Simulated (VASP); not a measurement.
# Si29C3 (P1) in VASP: further runs

The runs below take Si29C3 through single point, with PBEsol.

Everything below comes from runs of VASP 6.6.1. Logs are shortened: lines on timing, memory, paths and dates and some standing lists are left out, and cuts for length are marked.

### Step 1. The cell of the first run

The typed cell holds 64 atoms: a = 10.490 Å, b = 10.490 Å, c = 10.490 Å, α = 90.00°, β = 90.00°, γ = 90.00°.

### Step 2. Single point, PBEsol

Contents of INCAR:

```
PREC = Accurate
ENCUT = 700
EDIFF = 1E-6
ISMEAR = -1
SIGMA = 0.05
LREAL = Auto
LASPH = T
NELM = 120
ALGO = Normal
ISIF = 2
LWAVE = F
LCHARG = F
GGA = PS
ISYM = -1
NBANDS = 166
GGA_COMPAT = F
```

Contents of KPOINTS:

```
explicit points
1
Reciprocal
  0.25000000   0.25000000   0.25000000 1
```

Contents of POSCAR:

```
Si29C3
1.0
   10.4897820000      0.0000000000      0.0000000000
    0.0000000000     10.4897820000      0.0000000000
    0.0000000000      0.0000000000     10.4897820000
Si C
58 6
Direct
    0.0062230000      0.0057920000      0.0009730000
    0.0012260000      0.9989560000      0.4923510000
    0.0001960000      0.4970410000      0.4920730000
    0.4963910000      0.9985740000      0.0007340000
    0.5020300000      0.9952900000      0.4958860000
    0.5013420000      0.4994950000      0.9949340000
    0.5078760000      0.5016880000      0.5005550000
    0.1291970000      0.1201170000      0.1245600000
    0.1225000000      0.1272000000      0.6281380000
    0.1304290000      0.6317740000      0.1255160000
    0.1245780000      0.6226030000      0.6262070000
    0.6253600000      0.1268980000      0.6259140000
    0.6207860000      0.6239790000      0.1263510000
    0.6265570000      0.6310250000      0.6218550000
    0.2490570000      0.2531810000      0.0006790000
    0.2455890000      0.7492060000      0.0004130000
    0.2472190000      0.7498050000      0.5022720000
    0.7458180000      0.2432250000      0.9997060000
    0.7547710000      0.2479740000      0.4988690000
    0.7456510000      0.7455910000      0.0049490000
    0.7489880000      0.7557720000      0.4969590000
    0.3763510000      0.3774690000      0.1248870000
    0.3719770000      0.3804690000      0.6246520000
    0.3707240000      0.8737590000      0.1223920000
    0.3765000000      0.8771900000      0.6281290000
    0.8779780000      0.3785330000      0.1236330000
    0.8710670000      0.3779400000      0.6165050000
    0.8729680000      0.8735270000      0.1181780000
    0.8798700000      0.8740790000      0.6269210000
    0.2476550000      0.0020130000      0.2493840000
    0.2533340000      0.9993570000      0.7435630000
    0.2487880000      0.5000890000      0.2518230000
    0.2519770000      0.4999270000      0.7525600000
    0.7517560000      0.9971160000      0.2560790000
    0.7475600000      0.9983600000      0.7475890000
    0.7576870000      0.5017280000      0.2519320000
    0.7539900000      0.5023640000      0.7487650000
    0.3808420000      0.1291570000      0.8818340000
    0.3728940000      0.6201800000      0.3711960000
    0.3688110000      0.6239410000      0.8800300000
    0.8817200000      0.1202130000      0.3784850000
    0.8728100000      0.1274000000      0.8774220000
    0.8775440000      0.6255950000      0.3709610000
    0.8751880000      0.6220690000      0.8783330000
    0.0010570000      0.2455300000      0.2445310000
    0.9988570000      0.7482010000      0.2392370000
    0.9986290000      0.7553310000      0.7445230000
    0.5011040000      0.2462690000      0.2521690000
    0.5122910000      0.2526940000      0.7457660000
    0.4990170000      0.7496550000      0.2489720000
    0.5000200000      0.7498700000      0.7410310000
    0.1231970000      0.3742680000      0.8686560000
    0.1268860000      0.8724310000      0.3779880000
    0.1246440000      0.8780700000      0.8766130000
    0.6207830000      0.3774540000      0.3741770000
    0.6259700000      0.3745610000      0.8761270000
    0.6181960000      0.8803360000      0.3736490000
    0.6281040000      0.8795120000      0.8749250000
    0.9961580000      0.5035350000      0.0014190000
    0.6216880000      0.1304690000      0.1252500000
    0.2431640000      0.2511060000      0.5029380000
    0.3887830000      0.1245170000      0.3665940000
    0.0035190000      0.2503170000      0.7536440000
    0.1253290000      0.3772600000      0.3786420000
```

Potentials or basis: VASP PAW PBE potentials, release 64 (Si, C).

Started as:

```sh
$ cat potpaw_PBE.64/Si/POTCAR potpaw_PBE.64/C/POTCAR > POTCAR
$ mpirun -np 1 vasp_std > vasp.out
```

OUTCAR:

```text
PREC = Accurate
   ENCUT = 700
   EDIFF = 1E-6
   ISMEAR = -1
   LREAL = Auto
   LASPH = T
   NELM = 120
   ISIF = 2
   GGA = PS
   ISYM = -1

 ion  position               nearest neighbor table
   1  0.006  0.006  0.001-   8 2.19  54 2.24  42 2.29  28 2.32
   2  0.001  0.999  0.492-  41 2.15  53 2.22  29 2.31   9 2.34
   3  0.000  0.497  0.492-  64 2.17  43 2.26  27 2.26  11 2.33
   4  0.496  0.999  0.001-  38 2.21  24 2.25  58 2.28  60 2.31
   5  0.502  0.995  0.496-  57 2.14  62 2.26  25 2.28  12 2.33
   6  0.501  0.499  0.995-  56 2.23  40 2.26  13 2.27  22 2.28
[... 52 lines left out ...]
  59  0.996  0.504  0.001-  44 2.20  26 2.21  10 2.34  52 2.36
  60  0.622  0.130  0.125-  18 2.20  48 2.20   4 2.31  34 2.39
  61  0.243  0.251  0.503-   9 2.24  23 2.30
  62  0.389  0.125  0.367-  48 2.11   5 2.26  30 2.31
  63  0.004  0.250  0.754-  52 2.17   9 2.23  42 2.29  27 2.41
  64  0.125  0.377  0.379-   3 2.17  32 2.26  45 2.36

IMPORTANT INFORMATION: All symmetrisations will be switched off!
NOSYMM: (Re-)initialisation of all symmetry stuff for point group C_1.

----------------------------------------------------------------------------------------

                                     Primitive cell

  volume of cell :    1154.2487

  direct lattice vectors                    reciprocal lattice vectors
    10.489782000  0.000000000  0.000000000     0.095330866  0.000000000  0.000000000
     0.000000000 10.489782000  0.000000000     0.000000000  0.095330866  0.000000000
     0.000000000  0.000000000 10.489782000     0.000000000  0.000000000  0.095330866

  length of vectors
    10.489782000 10.489782000 10.489782000     0.095330866  0.095330866  0.095330866

  position of ions in fractional coordinates (direct lattice)
     0.006223000  0.005792000  0.000973000
     0.001226000  0.998956000  0.492351000
     0.000196000  0.497041000  0.492073000
     0.496391000  0.998574000  0.000734000
     0.502030000  0.995290000  0.495886000
     0.501342000  0.499495000  0.994934000
[... 56 lines left out ...]
     0.003519000  0.250317000  0.753644000
     0.125329000  0.377260000  0.378642000

  ion indices of the primitive-cell ions
   primitive index   ion index
                 1           1
                 2           2
                 3           3
                 4           4
                 5           5
                 6           6
[... 56 lines left out ...]
                63          63
                64          64

----------------------------------------------------------------------------------------

 KPOINTS: explicit points

Read explicit list of k-points.

 Found      1 k-points:

 Following reciprocal coordinates:
            Coordinates               Weight
  0.250000  0.250000  0.250000      1.000000
   k-points           NKPTS =      1   k-points in BZ     NKDIM =      1   number of bands    NBANDS=    166
   number of dos      NEDOS =    301   number of ions     NIONS =     64
   total plane-waves  NPLWV = 884736
   dimension x,y,z NGX =    96 NGY =   96 NGZ =   96
   dimension x,y,z NGXF=   192 NGYF=  192 NGZF=  192
   ions per type =              58   6
   NGX,Y,Z   is equivalent  to a cutoff of  15.21, 15.21, 15.21 a.u.
   NGXF,Y,Z  is equivalent  to a cutoff of  30.43, 30.43, 30.43 a.u.
 SYSTEM =  unknown system
   PREC   = accura    normal or accurate (medium, high low for compatibility)
   ISTART =      0    job   : 0-new  1-cont  2-samecut
   ICHARG =      2    charge: 1-file 2-atom 10-const
   ISPIN  =      1    spin polarized calculation?
   LNONCOLLINEAR =      F non collinear calculations
   LSORBIT =      F    spin-orbit coupling
   LASPH  =      T    aspherical Exc in radial PAW
   ENCUT  =  700.0 eV  51.45 Ry    7.17 a.u.  22.63 22.63 22.63*2*pi/ulx,y,z
   NELM   =    120;   NELMIN=  2; NELMDL= -5     # of ELM steps
   EDIFF  = 0.1E-05   stopping-criterion for ELM
   LREAL  =      T    real-space projection
   EDIFFG = 0.1E-04   stopping-criterion for IOM
   NSW    =      0    number of steps for IOM
   IBRION =     -1    ionic relax: 0-MD 1-quasi-New 2-CG
   NFREE  =      0    steps in history (QN), initial steepest desc. (CG)
   ISIF   =      2    stress and relaxation
   ISYM   =     -1    0-nonsym 1-usesym 2-fastsym
   POTIM  = 0.5000    time-step for ionic-motion
   TEBEG  =    0.0;   TEEND  =   0.0 temperature during run
   PSTRESS=    0.0 pullay stress
   NELECT =     256.0000    total number of electrons
   NUPDOWN=      -1.0000    fix difference up-down
   EMIN   =  10.00;   EMAX   =-10.00  energy-range for DOS
   EFERMI =   0.00;   METHOD = LEGACY
   ISMEAR =    -1;   SIGMA  =   0.05  broadening in eV -4-tet -1-fermi 0-gaus
   EFERMI_NEDOS =   21; number of points for ismear=-14 and -15
   IALGO  =     38    algorithm
   IMIX   =      4    mixing-type and parameters
     AMIX     =   0.40;   BMIX     =  1.00
     AMIX_MAG =   1.60;   BMIX_MAG =  1.00
  volume/ion in A,a.u.               =      18.04       121.71
  Fermi-wavevector in a.u.,A,eV,Ry     =   0.990957  1.872638 13.360877  0.981997
  Thomas-Fermi vector in A             =   2.122665
   LORBIT       =      0    0 simple, 1 ext, 2 COOP (PROOUT), +10 PAW based schemes
   GGA     = PS    functional components
   LHFCALC =     F    Hartree Fock is set to
   AEXX    =    0.0000 exact exchange contribution
   IVDW    =     0    specifies the selected vdW correction
   LEPSILON=     F    determine dielectric tensor
   LRPA    =     F    only Hartree local field effects (RPA)
 non-spin polarized calculation
  energy-cutoff  :      700.00
  volume of cell :     1154.25
 maximum number of plane-waves:     48482
 NGX is ok and might be reduce to    90
   NGX = 45   NGY = 45   NGZ = 45

 number of electron     255.9999999 magnetization

 Free energy of the ion-electron system (eV)
  ---------------------------------------------------
  ext. energy  EPLUGINS =         0.00000000
  ---------------------------------------------------
  free energy    TOTEN  =      -367.39955051 eV

  energy without entropy =     -367.39830852  energy(sigma->0) =     -367.39892951

 E-fermi :   6.3149     XC(G=0):  -9.8288

 val. band max:        5.9445235862   @ k =   0.2500   0.2500   0.2500
 cond. band min:       6.6872487637   @ k =   0.2500   0.2500   0.2500
 fundamental gap:      0.7427251775
 Fermi energy:         6.3148764146

 k-point     1 :       0.2500    0.2500    0.2500
  band No.  band energies     occupation
      1      -6.2243      2.00000
      2      -5.6865      2.00000
      3      -5.6414      2.00000
      4      -5.6037      2.00000
      5      -5.1335      2.00000
      6      -5.1039      2.00000
[... 132 lines left out ...]
    139       7.9217      0.00000
    140       7.9997      0.00000
 [bands above 140 left out]

------------------------ aborting loop because EDIFF is reached ----------------------------------------

  FORCE on cell =-STRESS in cart. coord.  units (eV):
  Direction    XX          YY          ZZ          XY          YZ          ZX
  --------------------------------------------------------------------------------------
  -------------------------------------------------------------------------------------
  Total       32.0035171     32.8209802     31.6473758    -22.7978385     -2.8952216    -11.2774068
  in kB       44.4231041     45.5577998     43.9287554    -31.6449830     -4.0187686    -15.6538238
  external PRESSURE =      44.6365531 kB  Pullay stress =       0.0000000 kB

 VOLUME and BASIS-vectors are now :
 -----------------------------------------------------------------------------
  energy-cutoff  :      700.00
  volume of cell :     1154.25
      direct lattice vectors                 reciprocal lattice vectors
    10.489782000  0.000000000  0.000000000     0.095330866  0.000000000  0.000000000
     0.000000000 10.489782000  0.000000000     0.000000000  0.095330866  0.000000000
     0.000000000  0.000000000 10.489782000     0.000000000  0.000000000  0.095330866

 POSITION                                       TOTAL-FORCE (eV/Angst)
 -----------------------------------------------------------------------------------
      0.06528      0.06076      0.01021        -1.429474     -0.632932     -0.510631
      0.01286     10.47883      5.16465         0.746550     -0.439776      2.004960
      0.00206      5.21385      5.16174         2.490215     -1.617017     -1.024838
      5.20703     10.47482      0.00770         2.235898      1.545280      1.758190
      5.26619     10.44038      5.20174        -2.611538      3.465214     -0.314667
      5.25897      5.23959     10.43664        -0.326697      0.122606      0.592800
[... 56 lines left out ...]
      0.03691      2.62577      7.90556        -0.063171      0.193676     -0.181812
      1.31467      3.95738      3.97187         0.037111     -0.358208     -0.207598
 -----------------------------------------------------------------------------------
    total drift:                                0.004687      0.054559      0.022830

  FREE ENERGIE OF THE ION-ELECTRON SYSTEM (eV)
  ---------------------------------------------------
  free  energy   TOTEN  =      -367.3995505104 eV

  energy  without entropy=     -367.3983085166  energy(sigma->0) =     -367.39892951
```

Wall time 7.4 min (1 thread of Intel Xeon 6975P-C (Granite Rapids), shared host); peak memory 1.6 GiB.

What came out:

```yaml
Free_energy: -367.3996 eV
Pressure: 4.5 GPa
Largest_force: 4.351 eV/Å
Band_gap_on_the_k_mesh: 0.74 eV
```

Forces on the atoms (eV/Å):
```
Si  -1.429 -0.633 -0.511
Si   0.747 -0.440  2.005
Si   2.490 -1.617 -1.025
Si   2.236  1.545  1.758
Si  -2.612  3.465 -0.315
Si  -0.327  0.123  0.593
Si  -1.612  0.184  0.119
Si   0.186  1.510  0.184
Si  -0.353  3.194 -0.536
Si  -2.177 -3.249 -1.148
Si  -0.322 -0.153 -0.242
Si   0.509 -0.851 -1.344
Si   0.463 -0.654  0.414
Si   0.803 -0.596  0.203
Si  -0.211 -0.001 -0.188
Si   0.435  0.704 -0.799
Si   0.995 -0.522  0.060
Si  -1.732 -0.448  2.742
Si  -0.913 -0.218 -0.518
Si   0.104  0.194 -1.166
Si   0.563 -0.081 -0.216
Si   0.043 -0.383  0.379
Si  -0.476 -2.526 -1.937
Si   0.356  0.214  0.693
Si  -0.124 -0.301 -1.587
Si   1.495  1.105 -2.161
Si   2.197 -1.485  2.238
Si   0.121  0.926  0.356
Si  -1.168  1.208 -1.271
Si   2.581  0.802  2.359
Si  -0.242  1.102  1.728
Si  -2.099 -2.354  1.292
Si  -0.768  0.160 -0.286
Si  -1.249  1.958 -2.498
Si   1.041  0.497 -0.035
Si  -1.471 -0.444 -0.579
Si  -0.539 -0.195  0.065
Si  -0.345  0.337 -1.609
Si   0.544  0.871  1.179
Si   1.241  0.699 -0.865
Si  -1.031  1.379 -1.291
Si   2.261  0.824 -2.391
Si   0.122  0.910  0.539
Si   2.204 -0.885  1.635
Si   1.488  1.813  1.963
Si  -0.056  0.809  1.162
Si   0.734 -1.589  1.789
Si  -0.278 -3.129 -0.618
Si  -2.484  0.285  0.521
Si  -0.655  0.052  0.015
Si  -0.246 -0.078  2.172
Si  -3.668 -0.484  0.595
Si  -0.146 -0.042 -1.215
Si   0.183 -0.042 -0.926
Si   1.545 -0.812 -0.246
Si   0.894  0.294 -0.323
Si   1.029 -1.327 -0.793
Si  -0.696 -1.056  0.354
C    0.133 -0.314 -0.457
C    0.154 -0.456  0.263
C    0.055  0.972  0.077
C   -0.500 -0.609  0.028
C   -0.063  0.194 -0.182
C    0.037 -0.358 -0.208
```

Levels at points of the mesh, in eV from the valence-band top:
| k point | band 124 | band 125 | band 126 | band 127 | band 128 | band 129 | band 130 | band 131 | band 132 | band 133 |
| --- | --- | --- | --- | --- | --- | --- | --- | --- | --- | --- |
| (0.25, 0.25, 0.25) | -0.58 | -0.56 | -0.50 | -0.09 | 0.00 | 0.74 | 0.83 | 0.91 | 1.13 | 1.35 |

Caveat: the cell stands under pressure; semilocal functionals underestimate gaps, and a narrow one can read as zero; the PAW data sets were made with another functional, which shifts forces and pressure a little; a shifted mesh leaves out Γ, where band edges can lie. A k mesh can miss the band edges.

### Step 3. Single point, PBEsol

Contents of INCAR:

```
SYSTEM = Si29C3
PREC = Accurate ; ENCUT = 700
EDIFF = 1E-6 ; ISMEAR = 1
SIGMA = 0.05 ; LREAL = Auto
LASPH = .TRUE. ; NELM = 120
ALGO = Normal ; ISIF = 2
LWAVE = .FALSE. ; LCHARG = .TRUE.
GGA = PS ; LELF = .TRUE.
LVHAR = .TRUE. ; NBANDS = 166
ISYM = -1 ; GGA_COMPAT = .FALSE.
```

KPOINTS is that of step 2.

POSCAR is that of step 2.

Potentials or basis: VASP PAW PBE potentials, release 64 (Si, C).

Started as:

```sh
$ cat potpaw_PBE.64/Si/POTCAR potpaw_PBE.64/C/POTCAR > POTCAR
$ mpirun -np 1 vasp_std > vasp.out
```

It took 8.2 min on 1 thread of Intel Xeon 6975P-C (Granite Rapids), shared host; peak memory 1.6 GiB.

The run converged. Its results:

| Item | Value |
| --- | --- |
| Free energy | -367.3965 eV |
| Pressure | 4.5 GPa |
| Largest force | 4.350 eV/Å |
| Band gap on the k mesh | 0.74 eV |

Forces on the atoms (eV/Å):
```
Si  -1.429 -0.633 -0.511
Si   0.747 -0.440  2.005
Si   2.490 -1.617 -1.025
Si   2.236  1.545  1.758
Si  -2.612  3.465 -0.314
Si  -0.327  0.123  0.593
Si  -1.612  0.184  0.119
Si   0.186  1.510  0.184
Si  -0.353  3.194 -0.536
Si  -2.177 -3.248 -1.147
Si  -0.322 -0.153 -0.242
Si   0.509 -0.851 -1.344
Si   0.463 -0.654  0.415
Si   0.803 -0.596  0.203
Si  -0.211 -0.001 -0.188
Si   0.435  0.704 -0.799
Si   0.996 -0.522  0.060
Si  -1.732 -0.448  2.742
Si  -0.913 -0.218 -0.518
Si   0.104  0.194 -1.166
Si   0.563 -0.081 -0.216
Si   0.043 -0.383  0.379
Si  -0.476 -2.525 -1.937
Si   0.356  0.214  0.693
Si  -0.124 -0.301 -1.587
Si   1.495  1.105 -2.161
Si   2.197 -1.484  2.238
Si   0.121  0.927  0.356
Si  -1.168  1.208 -1.271
Si   2.581  0.801  2.359
Si  -0.242  1.102  1.728
Si  -2.099 -2.355  1.292
Si  -0.768  0.160 -0.286
Si  -1.249  1.958 -2.498
Si   1.041  0.497 -0.035
Si  -1.471 -0.444 -0.579
Si  -0.538 -0.195  0.065
Si  -0.345  0.337 -1.608
Si   0.543  0.871  1.180
Si   1.241  0.699 -0.865
Si  -1.032  1.379 -1.291
Si   2.261  0.824 -2.391
Si   0.121  0.911  0.539
Si   2.204 -0.885  1.635
Si   1.488  1.812  1.963
Si  -0.056  0.809  1.162
Si   0.734 -1.589  1.789
Si  -0.278 -3.128 -0.618
Si  -2.484  0.285  0.521
Si  -0.655  0.052  0.015
Si  -0.246 -0.078  2.172
Si  -3.668 -0.483  0.596
Si  -0.146 -0.041 -1.215
Si   0.183 -0.042 -0.926
Si   1.545 -0.812 -0.246
Si   0.894  0.294 -0.323
Si   1.029 -1.327 -0.793
Si  -0.696 -1.056  0.354
C    0.133 -0.315 -0.457
C    0.153 -0.456  0.263
C    0.055  0.972  0.077
C   -0.501 -0.609  0.028
C   -0.063  0.194 -0.182
C    0.037 -0.358 -0.208
```

Stress tensor (GPa, compression positive):
```
 4.44 -3.16 -1.57
-3.16  4.56 -0.40
-1.57 -0.40  4.39
```

Levels at points of the mesh, in eV from the valence-band top:
| k point | band 126 | band 127 | band 128 | band 129 | band 130 | band 131 |
| --- | --- | --- | --- | --- | --- | --- |
| (0.25, 0.25, 0.25) | -0.50 | -0.09 | 0.00 | 0.74 | 0.83 | 0.91 |

Caveat: the cell stands under pressure; semilocal functionals underestimate gaps, and a narrow one can read as zero; the PAW data sets were made with another functional, which shifts forces and pressure a little; a shifted mesh leaves out Γ, where band edges can lie. A k mesh can miss the band edges.
